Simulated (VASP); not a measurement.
# TiO2 (P1) in VASP: single point with revPBE

Aim: the single point of TiO2 with revPBE.

Everything below comes from runs of VASP 6.6.1. Logs are shortened: lines on timing, memory, paths and dates and some standing lists are left out, and cuts for length are marked.

## Step 1: The cell of the first run

The typed cell holds 9 atoms: a = 2.999 Å, b = 4.831 Å, c = 7.318 Å, α = 88.57°, β = 78.32°, γ = 89.80°.

## Step 2: Single point, revPBE

INCAR

```
SYSTEM = TiO2
PREC     = Accurate       ! precision mode
ENCUT    = 520            ! plane-wave cutoff, eV
EDIFF    = 1E-6           ! SCF threshold, eV
ISMEAR   = -1             ! smearing method
SIGMA    = 0.05           ! smearing width, eV
LREAL    = .False.        ! projectors in reciprocal space
LASPH    = .True.         ! aspherical terms in the spheres
NELM     = 80             ! most SCF steps
ALGO     = Normal         ! electronic algorithm
ISIF     = 2              ! what is computed and relaxed
LWAVE    = .False.        ! write WAVECAR
LCHARG   = .False.        ! write CHGCAR
GGA      = RE             ! functional
NBANDS   = 46             ! bands
```

KPOINTS

```
regular mesh
0
Gamma
  9 6 4
  0 0 0
```

POSCAR

```
TiO2
1.0
    2.9986772097      0.0051854236     -0.0036753001
    0.0084341909      4.8307122794     -0.0239156917
    1.4904228344      0.2152976055      7.1618238848
Ti O
3 6
Direct
   -0.0367527128      0.0004706013      0.0006927952
    0.3259837852      0.4876166556      0.3169227109
    0.6859385403      0.5130280969      0.6846334043
    0.4468619362      0.1871338428      0.1287396873
    0.7868631005      0.3044051445      0.4494358413
    0.1047685218      0.3054694574      0.8050201008
    0.9136045649      0.6955376466      0.1962515214
    0.2304403319      0.6958957602      0.5520461790
    0.5751429220      0.8138298047      0.8725907497
```

Potentials or basis: VASP PAW PBE potentials, release 64 (Ti_sv, O).

Started as:

```console
cat potpaw_PBE.64/Ti_sv/POTCAR potpaw_PBE.64/O/POTCAR > POTCAR
mpirun -np 1 vasp_std > vasp.out
```

OUTCAR:

```text
SYSTEM = TiO2
   PREC = Accurate
   ENCUT = 520
   EDIFF = 1E-6
   ISMEAR = -1
   LREAL = .False.
   LASPH = .True.
   NELM = 80
   ISIF = 2
   GGA = RE

 ion  position               nearest neighbor table
   1  0.963  0.000  0.001-   4 1.88   9 1.88   7 2.01   6 2.01   9 2.10   4 2.10
   2  0.326  0.488  0.317-   5 1.92   7 1.93   8 1.98   4 2.01   5 2.03   7 2.06
   3  0.686  0.513  0.685-   8 1.93   6 1.94   5 1.99   9 2.01   8 2.02   6 2.04
   4  0.447  0.187  0.129-   1 1.88   2 2.01   1 2.10
   5  0.787  0.304  0.449-   2 1.92   3 1.99   2 2.03
   6  0.105  0.305  0.805-   3 1.94   1 2.01   3 2.04
   7  0.914  0.696  0.196-   2 1.93   1 2.01   2 2.06
   8  0.230  0.696  0.552-   3 1.93   2 1.98   3 2.02
   9  0.575  0.814  0.873-   1 1.88   3 2.01   1 2.10

  LATTYP: Found a triclinic cell.
 ALAT       =     2.9986839454
 B/A-ratio  =     3.7828449111
 C/A-ratio  =     1.8990599466
 COS(alpha) =     0.0003659259
 COS(beta)  =     0.5295294123
 COS(gamma) =     0.6578681998

  Lattice vectors:

 A1 = (  -2.9986772097,  -0.0051854236,   0.0036753001)
 A2 = (  -7.4793430629,   4.6050438267,  -7.1783889763)
 A3 = (  -3.0071114006,  -4.8358977030,   0.0275909918)

Analysis of symmetry for initial positions (statically):
=====================================================================
 Subroutine PRICEL returns:
 Original cell was already a primitive cell.

 Routine SETGRP: Setting up the symmetry group for a
 triclinic supercell.

 Subroutine GETGRP returns: Found  1 space group operations
 (whereof  1 operations were pure point group operations)
 out of a pool of  2 trial point group operations.

The static configuration has the point symmetry C_1 .

Analysis of symmetry for dynamics (positions and initial velocities):
=====================================================================
 Subroutine PRICEL returns:
 Original cell was already a primitive cell.

 Routine SETGRP: Setting up the symmetry group for a
 triclinic supercell.

 Subroutine GETGRP returns: Found  1 space group operations
 (whereof  1 operations were pure point group operations)
 out of a pool of  2 trial point group operations.

The dynamic configuration has the point symmetry C_1 .

 Subroutine INISYM returns: Found  1 space group operations
 (whereof  1 operations are pure point group operations),
 and found     1 'primitive' translations

----------------------------------------------------------------------------------------

                                     Primitive cell

  volume of cell :     103.7858

  direct lattice vectors                    reciprocal lattice vectors
     2.998677210  0.005185424 -0.003675300     0.333396972 -0.000925451 -0.069354290
     0.008434191  4.830712279 -0.023915692    -0.000365449  0.206979020 -0.006146118
     1.490422834  0.215297605  7.161823885     0.000169872  0.000690696  0.139573121

  length of vectors
     2.998683945  4.830778842  7.318431160     0.340535482  0.207070575  0.139574934

  position of ions in fractional coordinates (direct lattice)
     0.963247287  0.000470601  0.000692795
     0.325983785  0.487616656  0.316922711
     0.685938540  0.513028097  0.684633404
     0.446861936  0.187133843  0.128739687
     0.786863100  0.304405145  0.449435841
     0.104768522  0.305469457  0.805020101
     0.913604565  0.695537647  0.196251521
     0.230440332  0.695895760  0.552046179
     0.575142922  0.813829805  0.872590750

  ion indices of the primitive-cell ions
   primitive index   ion index
                 1           1
                 2           2
                 3           3
                 4           4
                 5           5
                 6           6
                 7           7
                 8           8
                 9           9

----------------------------------------------------------------------------------------

 KPOINTS: regular mesh

Automatic generation of k-mesh.
 Grid dimensions read from file:
 generate k-points for:    9    6    4

 Generating k-lattice:

  Cartesian coordinates                     Fractional coordinates (reciprocal lattice)
     0.037044108 -0.000102828 -0.007706032     0.111111111  0.000000000  0.000000000
    -0.000060908  0.034496503 -0.001024353     0.000000000  0.166666667  0.000000000
     0.000042468  0.000172674  0.034893280    -0.000000000 -0.000000000  0.250000000

  Length of vectors
     0.037837276  0.034511763  0.034893733

  Shift w.r.t. Gamma in fractional coordinates (k-lattice)
     0.000000000  0.000000000  0.000000000

 Subroutine IBZKPT returns following result:
 ===========================================

 Found    110 irreducible k-points:

 Following reciprocal coordinates:
            Coordinates               Weight
  0.000000  0.000000  0.000000      1.000000
  0.111111 -0.000000 -0.000000      2.000000
  0.222222  0.000000 -0.000000      2.000000
  0.333333 -0.000000 -0.000000      2.000000
  0.444444  0.000000 -0.000000      2.000000
  0.000000  0.166667 -0.000000      2.000000
[... 16 lines left out ...]
 -0.111111  0.333333  0.000000      2.000000
  0.000000  0.500000 -0.000000      1.000000
 [... further k-points ...]
   k-points           NKPTS =    110   k-points in BZ     NKDIM =    110   number of bands    NBANDS=     46
   number of dos      NEDOS =    301   number of ions     NIONS =      9
   total plane-waves  NPLWV =  46656
   dimension x,y,z NGX =    24 NGY =   36 NGZ =   54
   dimension x,y,z NGXF=    48 NGYF=   72 NGZF=  108
   ions per type =               3   6
   NGX,Y,Z   is equivalent  to a cutoff of  13.31, 12.39, 12.27 a.u.
   NGXF,Y,Z  is equivalent  to a cutoff of  26.61, 24.78, 24.53 a.u.
 SYSTEM =  TiO2
   PREC   = accura    normal or accurate (medium, high low for compatibility)
   ISTART =      0    job   : 0-new  1-cont  2-samecut
   ICHARG =      2    charge: 1-file 2-atom 10-const
   ISPIN  =      1    spin polarized calculation?
   LNONCOLLINEAR =      F non collinear calculations
   LSORBIT =      F    spin-orbit coupling
   LASPH  =      T    aspherical Exc in radial PAW
   ENCUT  =  520.0 eV  38.22 Ry    6.18 a.u.   5.58  8.98 13.61*2*pi/ulx,y,z
   NELM   =     80;   NELMIN=  2; NELMDL= -5     # of ELM steps
   EDIFF  = 0.1E-05   stopping-criterion for ELM
   LREAL  =      F    real-space projection
   EDIFFG = 0.1E-04   stopping-criterion for IOM
   NSW    =      0    number of steps for IOM
   IBRION =     -1    ionic relax: 0-MD 1-quasi-New 2-CG
   NFREE  =      0    steps in history (QN), initial steepest desc. (CG)
   ISIF   =      2    stress and relaxation
   ISYM   =      2    0-nonsym 1-usesym 2-fastsym
   POTIM  = 0.5000    time-step for ionic-motion
   TEBEG  =    0.0;   TEEND  =   0.0 temperature during run
   PSTRESS=    0.0 pullay stress
   NELECT =      72.0000    total number of electrons
   NUPDOWN=      -1.0000    fix difference up-down
   EMIN   =  10.00;   EMAX   =-10.00  energy-range for DOS
   EFERMI =   0.00;   METHOD = LEGACY
   ISMEAR =    -1;   SIGMA  =   0.05  broadening in eV -4-tet -1-fermi 0-gaus
   EFERMI_NEDOS =   21; number of points for ismear=-14 and -15
   IALGO  =     38    algorithm
   IMIX   =      4    mixing-type and parameters
     AMIX     =   0.40;   BMIX     =  1.00
     AMIX_MAG =   1.60;   BMIX_MAG =  1.00
  volume/ion in A,a.u.               =      11.53        77.82
  Fermi-wavevector in a.u.,A,eV,Ry     =   1.449238  2.738663 28.576194  2.100291
  Thomas-Fermi vector in A             =   2.566988
   LORBIT       =      0    0 simple, 1 ext, 2 COOP (PROOUT), +10 PAW based schemes
   GGA     = RE    functional components
   LHFCALC =     F    Hartree Fock is set to
   AEXX    =    0.0000 exact exchange contribution
   IVDW    =     0    specifies the selected vdW correction
   LEPSILON=     F    determine dielectric tensor
   LRPA    =     F    only Hartree local field effects (RPA)
 non-spin polarized calculation
  energy-cutoff  :      520.00
  volume of cell :      103.79
 maximum number of plane-waves:      2818
   NGX = 11   NGY = 17   NGZ = 27

 number of electron      71.9999987 magnetization

 Free energy of the ion-electron system (eV)
  ---------------------------------------------------
  ext. energy  EPLUGINS =         0.00000000
  ---------------------------------------------------
  free energy    TOTEN  =       -77.19844383 eV

  energy without entropy =      -77.19844383  energy(sigma->0) =      -77.19844383

 E-fermi :   4.6267     XC(G=0): -10.4920

 val. band max:        3.4708167922   @ k =   0.0000   0.0000   0.2500
 cond. band min:       5.8615265702   @ k =   0.0000   0.5000   0.5000
 fundamental gap:      2.3907097779
 Fermi energy:         4.6267201013

 k-point     1 :       0.0000    0.0000    0.0000
  band No.  band energies     occupation
      1     -53.3060      2.00000
      2     -53.2626      2.00000
      3     -53.2290      2.00000
      4     -29.5934      2.00000
      5     -29.5307      2.00000
      6     -29.4657      2.00000
[... 38 lines left out ...]
     45       7.9519      0.00000
     46       8.4286      0.00000

 k-point     2 :       0.1111   -0.0000   -0.0000
  band No.  band energies     occupation
      1     -53.3021      2.00000
      2     -53.2581      2.00000
      3     -53.2259      2.00000
      4     -29.5845      2.00000
      5     -29.5194      2.00000
      6     -29.4579      2.00000
[... 38 lines left out ...]
     45       7.9317      0.00000
     46       8.4965      0.00000

 k-point     3 :       0.2222    0.0000   -0.0000
  band No.  band energies     occupation
      1     -53.2924      2.00000
      2     -53.2464      2.00000
      3     -53.2182      2.00000
      4     -29.5778      2.00000
      5     -29.5217      2.00000
      6     -29.4963      2.00000
[... 1018 lines left out ...]
     45       7.7185      0.00000
     46       8.9036      0.00000

 k-point    24 :       0.0000    0.5000   -0.0000
  band No.  band energies     occupation
      1     -53.3055      2.00000
      2     -53.2631      2.00000
      3     -53.2290      2.00000
      4     -29.6113      2.00000
      5     -29.5150      2.00000
      6     -29.4486      2.00000
[... 38 lines left out ...]
     45       7.6087      0.00000
     46       9.0209      0.00000

 [... further k-points ...]

------------------------ aborting loop because EDIFF is reached ----------------------------------------

  FORCE on cell =-STRESS in cart. coord.  units (eV):
  Direction    XX          YY          ZZ          XY          YZ          ZX
  --------------------------------------------------------------------------------------
  -------------------------------------------------------------------------------------
  Total        0.5039250      0.3149267      0.4032860      0.0072644     -0.0050196     -0.0029397
  in kB        7.7792679      4.8616349      6.2256681      0.1121437     -0.0774901     -0.0453807
  external PRESSURE =       6.2888570 kB  Pullay stress =       0.0000000 kB

 VOLUME and BASIS-vectors are now :
 -----------------------------------------------------------------------------
  energy-cutoff  :      520.00
  volume of cell :      103.79
      direct lattice vectors                 reciprocal lattice vectors
     2.998677210  0.005185424 -0.003675300     0.333396972 -0.000925451 -0.069354290
     0.008434191  4.830712279 -0.023915692    -0.000365449  0.206979020 -0.006146118
     1.490422834  0.215297605  7.161823885     0.000169872  0.000690696  0.139573121

 POSITION                                       TOTAL-FORCE (eV/Angst)
 -----------------------------------------------------------------------------------
      2.88950      0.00742      0.00141         0.037719      0.000286      0.000176
      1.45398      2.42546      2.25688         0.021935     -0.001925     -0.044370
      3.08163      2.62925      4.88843        -0.020107      0.002190      0.043825
      1.53345      0.93402      0.91589        -0.019145      0.021468      0.021905
      3.03197      1.57134      3.20861        -0.017236     -0.062938      0.008000
      1.51656      1.64950      5.75772         0.012515     -0.013787      0.010220
      3.03797      3.40693      1.38553        -0.008742      0.014255     -0.010201
      1.51967      3.48172      3.93617         0.014321      0.061870     -0.008047
      3.03206      4.12223      6.22776        -0.021259     -0.021419     -0.021508
 -----------------------------------------------------------------------------------
    total drift:                               -0.000762      0.000168      0.000162

  FREE ENERGIE OF THE ION-ELECTRON SYSTEM (eV)
  ---------------------------------------------------
  free  energy   TOTEN  =       -77.1984438299 eV

  energy  without entropy=      -77.1984438299  energy(sigma->0) =      -77.19844383
```

It took 12 min on 1 thread of Intel Xeon 8259CL, shared host; peak memory 0.47 GiB.

Results:

| Item | Value |
| --- | --- |
| Free energy | -77.1984 eV |
| Pressure | 0.6 GPa |
| Largest force | 0.066 eV/Å |
| Band gap on the k mesh | 2.39 eV (least direct gap 2.44 eV) |

Forces in eV/Å, atoms in the order of the input:
```
Ti   0.038  0.000  0.000
Ti   0.022 -0.002 -0.044
Ti  -0.020  0.002  0.044
O   -0.019  0.021  0.022
O   -0.017 -0.063  0.008
O    0.013 -0.014  0.010
O   -0.009  0.014 -0.010
O    0.014  0.062 -0.008
O   -0.021 -0.021 -0.022
```

Caveat: the PAW data sets were made with another functional, which shifts forces and pressure a little. A k mesh can miss the band edges.
